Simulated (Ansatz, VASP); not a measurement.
**One calculation of Sn2Te3Se, two programs**

```
CELL_PARAMETERS angstrom
5.81166 0.00000 0.00000
-2.90583 5.03305 0.00000
0.00000 0.00000 6.02512
ATOMIC_POSITIONS crystal
Sn 0.33333 0.66667 0.50000
Sn 0.66667 0.33333 0.50000
Te 0.33333 0.66667 0.00000
Te 0.66667 0.33333 0.00000
Te 0.00000 0.00000 0.50000
Se 0.00000 0.00000 0.00000
```

Alike in both runs: task relaxation of cell and atoms; functional PBE; k mesh 6 × 6 × 6; occupations gaussian, width 0.1 eV; no spin polarisation.

```csv
,VASP,Ansatz
version,VASP 6.6.1,Ansatz 0.2.0
potentials or method,"VASP PAW PBE potentials, release 64 (Sn_d, Te, Se), cutoff 600 eV","scalar-relativistic, plane waves, PAW"
valence electrons in the cell,52,92
```

```tsv
	VASP	Ansatz	Ansatz less VASP
gap on the k mesh at the Fermi level, each at its own relaxed structure (eV)	none	none	-
relaxed volume (Å³/atom)	29.28	29.30	+0.020
relaxed cell length with the largest relative difference (Å)	5.667	5.669	+0.0015
```

A gap of «none» marks a metal or a gap that the smearing closes. VASP's potentials hold 52 valence electrons a cell and Ansatz's 92, so a difference there can come from the potentials and not from the codes.

Neither program's run includes spin-orbit coupling.
